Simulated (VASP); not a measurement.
# TiN (Osbornite) (Fm-3m) in VASP: notebook

The runs below take TiN (Osbornite) through single point, with PBE.

All numbers are computed with VASP 6.6.1; they aren't measurements. Logs are shortened: lines on timing, memory, paths and dates and some standing lists are left out, and cuts for length are marked.

**1. The cell of the first run**

The structure is cubic, space group Fm-3m (No. 225). Conventional cell: a = 4.151 Å, b = 4.151 Å, c = 4.151 Å, α = 90.00°, β = 90.00°, γ = 90.00°. Within 2.7 Å of Ti (site symmetry m-3m) lie 6 N at 2.08 Å. Within 2.7 Å of N (site symmetry m-3m) lie 6 Ti at 2.08 Å.

**2. Single point, PBE**

File INCAR:

```
SYSTEM = TiN
  PREC = Accurate
  ENCUT = 520
  EDIFF = 1E-6
  ISMEAR = -1
  SIGMA = 0.1
  LREAL = .False.
  LASPH = .True.
  NELM = 80
  ALGO = Normal
  ISIF = 2
  LWAVE = .False.
  LCHARG = .False.
  GGA = PE
  NBANDS = 16
```

File KPOINTS:

```
Automatic mesh
0
Gamma
  12 12 12
  0 0 0
```

File POSCAR:

```
TiN
1.0
    0.0000000000      2.0757429644      2.0757429644
    2.0757429644      0.0000000000      2.0757429644
    2.0757429644      2.0757429644      0.0000000000
Ti N
1 1
Direct
    0.0000000000      0.0000000000      0.0000000000
    0.5000000000      0.5000000000      0.5000000000
```

Potentials or basis: VASP PAW PBE potentials, release 64 (Ti_sv, N).

Started as:

```console
$ cat potpaw_PBE.64/Ti_sv/POTCAR potpaw_PBE.64/N/POTCAR > POTCAR
$ mpirun -np 1 vasp_std > vasp.out
```

OUTCAR:

```text
SYSTEM = TiN
   PREC = Accurate
   ENCUT = 520
   EDIFF = 1E-6
   ISMEAR = -1
   LREAL = .False.
   LASPH = .True.
   NELM = 80
   ISIF = 2
   GGA = PE

 ion  position               nearest neighbor table
   1  0.000  0.000  0.000-   2 2.08   2 2.08   2 2.08   2 2.08   2 2.08   2 2.08
   2  0.500  0.500  0.500-   1 2.08   1 2.08   1 2.08   1 2.08   1 2.08   1 2.08

  LATTYP: Found a face centered cubic cell.
 ALAT       =     4.1514859288

  Lattice vectors:

 A1 = (   0.0000000000,   2.0757429644,   2.0757429644)
 A2 = (   2.0757429644,   0.0000000000,   2.0757429644)
 A3 = (   2.0757429644,   2.0757429644,   0.0000000000)

Analysis of symmetry for initial positions (statically):
=====================================================================
 Subroutine PRICEL returns:
 Original cell was already a primitive cell.

 Routine SETGRP: Setting up the symmetry group for a
 face centered cubic supercell.

 Subroutine GETGRP returns: Found 48 space group operations
[... 9 lines left out ...]

 Routine SETGRP: Setting up the symmetry group for a
 face centered cubic supercell.

 Subroutine GETGRP returns: Found 48 space group operations
[... 11 lines left out ...]
                                     Primitive cell

  volume of cell :      17.8875

  direct lattice vectors                    reciprocal lattice vectors
     0.000000000  2.075742964  2.075742964    -0.240877608  0.240877608  0.240877608
     2.075742964  0.000000000  2.075742964     0.240877608 -0.240877608  0.240877608
     2.075742964  2.075742964  0.000000000     0.240877608  0.240877608 -0.240877608

  length of vectors
     2.935543852  2.935543852  2.935543852     0.417212255  0.417212255  0.417212255

  position of ions in fractional coordinates (direct lattice)
     0.000000000  0.000000000  0.000000000
     0.500000000  0.500000000  0.500000000

  ion indices of the primitive-cell ions
   primitive index   ion index
                 1           1
                 2           2

----------------------------------------------------------------------------------------

 KPOINTS: Automatic mesh

Automatic generation of k-mesh.
 Grid dimensions read from file:
 generate k-points for:   12   12   12

 Generating k-lattice:

  Cartesian coordinates                     Fractional coordinates (reciprocal lattice)
    -0.020073134  0.020073134  0.020073134     0.083333333  0.000000000  0.000000000
     0.020073134 -0.020073134  0.020073134     0.000000000  0.083333333  0.000000000
     0.020073134  0.020073134 -0.020073134     0.000000000  0.000000000  0.083333333

  Length of vectors
     0.034767688  0.034767688  0.034767688

  Shift w.r.t. Gamma in fractional coordinates (k-lattice)
     0.000000000  0.000000000  0.000000000

 Subroutine IBZKPT returns following result:
 ===========================================

 Found     72 irreducible k-points:

 Following reciprocal coordinates:
            Coordinates               Weight
  0.000000  0.000000  0.000000      1.000000
  0.083333  0.000000  0.000000      8.000000
  0.166667  0.000000  0.000000      8.000000
  0.250000  0.000000  0.000000      8.000000
  0.333333  0.000000  0.000000      8.000000
  0.416667  0.000000  0.000000      8.000000
[... 16 lines left out ...]
  0.500000  0.166667  0.000000     24.000000
 -0.416667  0.166667  0.000000     24.000000
 [... further k-points ...]
   k-points           NKPTS =     72   k-points in BZ     NKDIM =     72   number of bands    NBANDS=     16
   number of dos      NEDOS =    301   number of ions     NIONS =      2
   total plane-waves  NPLWV =  13824
   dimension x,y,z NGX =    24 NGY =   24 NGZ =   24
   dimension x,y,z NGXF=    48 NGYF=   48 NGZF=   48
   ions per type =               1   1
   NGX,Y,Z   is equivalent  to a cutoff of  13.59, 13.59, 13.59 a.u.
   NGXF,Y,Z  is equivalent  to a cutoff of  27.18, 27.18, 27.18 a.u.
 SYSTEM =  TiN
   PREC   = accura    normal or accurate (medium, high low for compatibility)
   ISTART =      0    job   : 0-new  1-cont  2-samecut
   ICHARG =      2    charge: 1-file 2-atom 10-const
   ISPIN  =      1    spin polarized calculation?
   LNONCOLLINEAR =      F non collinear calculations
   LSORBIT =      F    spin-orbit coupling
   LASPH  =      T    aspherical Exc in radial PAW
   ENCUT  =  520.0 eV  38.22 Ry    6.18 a.u.   5.46  5.46  5.46*2*pi/ulx,y,z
   NELM   =     80;   NELMIN=  2; NELMDL= -5     # of ELM steps
   EDIFF  = 0.1E-05   stopping-criterion for ELM
   LREAL  =      F    real-space projection
   EDIFFG = 0.1E-04   stopping-criterion for IOM
   NSW    =      0    number of steps for IOM
   IBRION =     -1    ionic relax: 0-MD 1-quasi-New 2-CG
   NFREE  =      0    steps in history (QN), initial steepest desc. (CG)
   ISIF   =      2    stress and relaxation
   ISYM   =      2    0-nonsym 1-usesym 2-fastsym
   POTIM  = 0.5000    time-step for ionic-motion
   TEBEG  =    0.0;   TEEND  =   0.0 temperature during run
   PSTRESS=    0.0 pullay stress
   NELECT =      17.0000    total number of electrons
   NUPDOWN=      -1.0000    fix difference up-down
   EMIN   =  10.00;   EMAX   =-10.00  energy-range for DOS
   EFERMI =   0.00;   METHOD = LEGACY
   ISMEAR =    -1;   SIGMA  =   0.10  broadening in eV -4-tet -1-fermi 0-gaus
   EFERMI_NEDOS =   21; number of points for ismear=-14 and -15
   IALGO  =     38    algorithm
   IMIX   =      4    mixing-type and parameters
     AMIX     =   0.40;   BMIX     =  1.00
     AMIX_MAG =   1.60;   BMIX_MAG =  1.00
  volume/ion in A,a.u.               =       8.94        60.36
  Fermi-wavevector in a.u.,A,eV,Ry     =   1.609561  3.041630 35.248451  2.590688
  Thomas-Fermi vector in A             =   2.705252
   LORBIT       =      0    0 simple, 1 ext, 2 COOP (PROOUT), +10 PAW based schemes
   GGA     = PE    functional components
   LHFCALC =     F    Hartree Fock is set to
   AEXX    =    0.0000 exact exchange contribution
   IVDW    =     0    specifies the selected vdW correction
   LEPSILON=     F    determine dielectric tensor
   LRPA    =     F    only Hartree local field effects (RPA)
 non-spin polarized calculation
  energy-cutoff  :      520.00
  volume of cell :       17.89
 maximum number of plane-waves:       531
 NGX is ok and might be reduce to    24
   NGX = 11   NGY = 11   NGZ = 11

 number of electron      16.9999999 magnetization

 Free energy of the ion-electron system (eV)
  ---------------------------------------------------
  ext. energy  EPLUGINS =         0.00000000
  ---------------------------------------------------
  free energy    TOTEN  =       -19.56449457 eV

  energy without entropy =      -19.54010369  energy(sigma->0) =      -19.55229913

 E-fermi :  12.3154     XC(G=0): -13.3803

 val. band max:       12.2932361010   @ k =   0.1667   0.0000   0.0000
 cond. band min:      12.3362347144   @ k =   0.0833   0.0833   0.0000
 fundamental gap:      0.0429986134
 Fermi energy:        12.3153508539

 k-point     1 :       0.0000    0.0000    0.0000
  band No.  band energies     occupation
      1     -45.4366      2.00000
      2     -21.3627      2.00000
      3     -21.3627      2.00000
      4     -21.3627      2.00000
      5      -5.1552      2.00000
      6      10.2173      2.00000
[... 8 lines left out ...]
     15      25.7138      0.00000
     16      32.9927      0.00000

 k-point     2 :       0.0833    0.0000    0.0000
  band No.  band energies     occupation
      1     -45.4281      2.00000
      2     -21.4207      2.00000
      3     -21.3672      2.00000
      4     -21.3672      2.00000
      5      -5.0042      2.00000
      6       9.4482      2.00000
[... 8 lines left out ...]
     15      25.8596      0.00000
     16      32.7892      0.00000

 k-point     3 :       0.1667    0.0000    0.0000
  band No.  band energies     occupation
      1     -45.4047      2.00000
      2     -21.5763      2.00000
      3     -21.3797      2.00000
      4     -21.3797      2.00000
      5      -4.5785      2.00000
      6       8.0375      2.00000
[... 8 lines left out ...]
     15      25.9762      0.00000
     16      32.0327      0.00000

 k-point     4 :       0.2500    0.0000    0.0000
  band No.  band energies     occupation
      1     -45.3726      2.00000
      2     -21.7830      2.00000
      3     -21.3966      2.00000
      4     -21.3966      2.00000
      5      -3.9537      2.00000
      6       6.5451      2.00000
[... 8 lines left out ...]
     15      25.8037      0.00000
     16      30.6714      0.00000

 k-point     5 :       0.3333    0.0000    0.0000
  band No.  band energies     occupation
      1     -45.3402      2.00000
      2     -21.9835      2.00000
      3     -21.4134      2.00000
      4     -21.4134      2.00000
      5      -3.2508      2.00000
      6       5.2060      2.00000
[... 8 lines left out ...]
     15      26.0063      0.00000
     16      29.1374      0.00000

 k-point     6 :       0.4167    0.0000    0.0000
  band No.  band energies     occupation
      1     -45.3164      2.00000
      2     -22.1264      2.00000
      3     -21.4256      2.00000
      4     -21.4256      2.00000
      5      -2.6506      2.00000
      6       4.2265      2.00000
[... 8 lines left out ...]
     15      26.6536      0.00000
     16      27.9427      0.00000
[... 267 lines left out ...]
 k-point    21 :       0.3333    0.1667    0.0000
  band No.  band energies     occupation
      1     -45.3407      2.00000
      2     -21.8515      2.00000
      3     -21.4758      2.00000
      4     -21.4723      2.00000
      5      -3.6168      2.00000
      6       5.6741      2.00000
[... 8 lines left out ...]
     15      26.0758      0.00000
     16      29.0258      0.00000

 k-point    22 :       0.4167    0.1667    0.0000
  band No.  band energies     occupation
      1     -45.3141      2.00000
      2     -21.9948      2.00000
      3     -21.5080      2.00000
      4     -21.4842      2.00000
      5      -3.1273      2.00000
      6       5.0890      2.00000
[... 8 lines left out ...]
     15      26.0584      0.00000
     16      27.8463      0.00000

 k-point    23 :       0.5000    0.1667    0.0000
  band No.  band energies     occupation
      1     -45.2975      2.00000
      2     -22.0805      2.00000
      3     -21.5452      2.00000
      4     -21.4779      2.00000
      5      -2.7653      2.00000
      6       4.6337      2.00000
[... 8 lines left out ...]
     15      26.2887      0.00000
     16      27.1410      0.00000

 k-point    24 :      -0.4167    0.1667    0.0000
  band No.  band energies     occupation
      1     -45.2953      2.00000
      2     -22.0897      2.00000
      3     -21.5722      2.00000
      4     -21.4585      2.00000
      5      -2.6633      2.00000
      6       4.4868      2.00000
[... 8 lines left out ...]
     15      25.9980      0.00000
     16      27.2189      0.00000

 [... further k-points ...]

------------------------ aborting loop because EDIFF is reached ----------------------------------------

  FORCE on cell =-STRESS in cart. coord.  units (eV):
  Direction    XX          YY          ZZ          XY          YZ          ZX
  --------------------------------------------------------------------------------------
  -------------------------------------------------------------------------------------
  Total        2.5018353      2.5018353      2.5018353      0.0000000      0.0000000      0.0000000
  in kB      224.0879917    224.0879917    224.0879917      0.0000000      0.0000000      0.0000000
  external PRESSURE =     224.0879917 kB  Pullay stress =       0.0000000 kB

 VOLUME and BASIS-vectors are now :
 -----------------------------------------------------------------------------
  energy-cutoff  :      520.00
  volume of cell :       17.89
      direct lattice vectors                 reciprocal lattice vectors
     0.000000000  2.075742964  2.075742964    -0.240877608  0.240877608  0.240877608
     2.075742964  0.000000000  2.075742964     0.240877608 -0.240877608  0.240877608
     2.075742964  2.075742964  0.000000000     0.240877608  0.240877608 -0.240877608

 POSITION                                       TOTAL-FORCE (eV/Angst)
 -----------------------------------------------------------------------------------
      0.00000      0.00000      0.00000         0.000000      0.000000      0.000000
      2.07574      2.07574      2.07574        -0.000000     -0.000000     -0.000000
 -----------------------------------------------------------------------------------
    total drift:                                0.000000     -0.000000     -0.000000

  FREE ENERGIE OF THE ION-ELECTRON SYSTEM (eV)
  ---------------------------------------------------
  free  energy   TOTEN  =       -19.5644945737 eV

  energy  without entropy=      -19.5401036883  energy(sigma->0) =      -19.55229913
```

It took 9.3 s on 1 thread of Intel Xeon 6975P-C (Granite Rapids), shared host; peak memory 0.15 GiB.

What came out:

```
Free energy : -19.5645 eV
Pressure    : 22.4 GPa
```

Levels at points of the mesh, in eV from the Fermi level:
```tsv
k point	band 7	band 8	band 9	band 10	band 11	band 12
(0.00, 0.00, 0.00)	-2.10	-2.10	-0.65	-0.65	-0.65	0.67
(0.50, 0.00, 0.00)	-5.80	-5.80	1.90	1.90	2.64	6.28
(0.50, 0.50, 0.00)	-3.33	-3.29	-3.29	1.84	2.67	2.67
```

(Part 1 of 2 ends here.)
